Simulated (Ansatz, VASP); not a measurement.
**One calculation of Ti, two programs**

```xyz
3
Lattice="4.6000 0.0000 0.0000 -2.3000 3.9837 0.0000 0.0000 0.0000 2.8200" Properties=species:S:1:pos:R:3 pbc="T T T"
Ti    0.0000    0.0000    0.0000
Ti    0.0000    2.5558    1.4100
Ti    2.3000    1.3279    1.4100
```

Alike in both runs: task single point; functional r2SCAN; k mesh 8 × 8 × 12; occupations fermi-dirac, width 0.1 eV; no spin polarisation.

```csv
,VASP,Ansatz
version,VASP 6.6.1,Ansatz 0.2.0
potentials or method,"VASP PAW PBE potentials, release 64 (Ti_sv), cutoff 520 eV","plane waves, PAW"
valence electrons in the cell,36,36
```

```tsv
	VASP	Ansatz	Ansatz less VASP
rms of the force components (eV/Å)	0.145	0.140	-0.0050
```

VASP's potentials were made for PBE, not for r2SCAN. Atom by atom the forces differ by 0.005 eV/Å (rms over components). The functional is the same, so the differences come from potentials, cutoffs and numerics.
